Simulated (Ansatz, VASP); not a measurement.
# Two plane-wave programs on SiGe

Contents of INCAR:

```
PREC = Accurate
ENCUT = 520
EDIFF = 1E-6
ISMEAR = 0
SIGMA = 0.03
LREAL = F
LASPH = T
NELM = 100
ALGO = Normal
ISIF = 2
LWAVE = F
LCHARG = F
GGA = PS
NBANDS = 26
```

File KPOINTS:

```
regular mesh
0
Gamma
  12 12 6
```

Contents of POSCAR:

```
SiGe
1.0
    3.7786225219      0.0000000000      0.0000000000
   -1.8893112610      3.2723830952      0.0000000000
    0.0000000000      0.0000000000      6.8660937503
Si Ge
2 2
Direct
    0.6666666667      0.3333333333      0.8745463420
    0.3333333333      0.6666666667      0.3745463420
    0.6666666667      0.3333333333      0.5004526580
    0.3333333333      0.6666666667      0.0004526580
```

Input for Ansatz:

```yaml
crystal:
  lattice:
    - [3.7786225219, 0.0, 0.0]
    - [-1.889311261, 3.2723830952, 0.0]
    - [0.0, 0.0, 6.8660937503]
  atoms:
    - { symbol: Si, position: [0.6666666667, 0.3333333333, 0.874546342] }
    - { symbol: Si, position: [0.3333333333, 0.6666666667, 0.374546342] }
    - { symbol: Ge, position: [0.6666666667, 0.3333333333, 0.500452658] }
    - { symbol: Ge, position: [0.3333333333, 0.6666666667, 0.000452658] }
basis:
  ecutwfc: 420
kpoints:
  mp_grid: { grid: [12, 12, 6] }
hamiltonian:
  xc: pbesol
scf:
  occupations: { method: gaussian, width: 0.03 }
output:
  forces: true
  stress: true
  eigenvalues: true
```

Alike in both runs: task single point; functional PBEsol; k mesh 12 × 12 × 6; occupations gaussian, width 0.03 eV; no spin polarisation.

|  | VASP | Ansatz |
| --- | --- | --- |
| version | VASP 6.6.1 | Ansatz 0.2.0 |
| potentials or method | VASP PAW PBE potentials, release 64 (Si, Ge_d), cutoff 520 eV | scalar-relativistic, plane waves, PAW |
| valence electrons in the cell | 36 | 36 |

|  | VASP | Ansatz | Ansatz less VASP |
| --- | --- | --- | --- |
| gap on the k mesh at the Fermi level (eV) | 0.11 | 0.11 | +0.002 |
| least direct gap on the mesh (eV) | 0.15 | 0.15 | -0.001 |
| pressure (GPa) | 1.0 | 1.1 | +0.10 |
| traceless stress, the component that is largest in VASP (GPa) | -11.43 | -11.40 | +0.029 |
| rms of the force components (eV/Å) | 0.392 | 0.394 | +0.0027 |

VASP's potentials were made for PBE, not for PBEsol. Atom by atom the forces differ by 0.003 eV/Å (rms over components). The functional is the same, so the differences come from potentials, cutoffs and numerics.
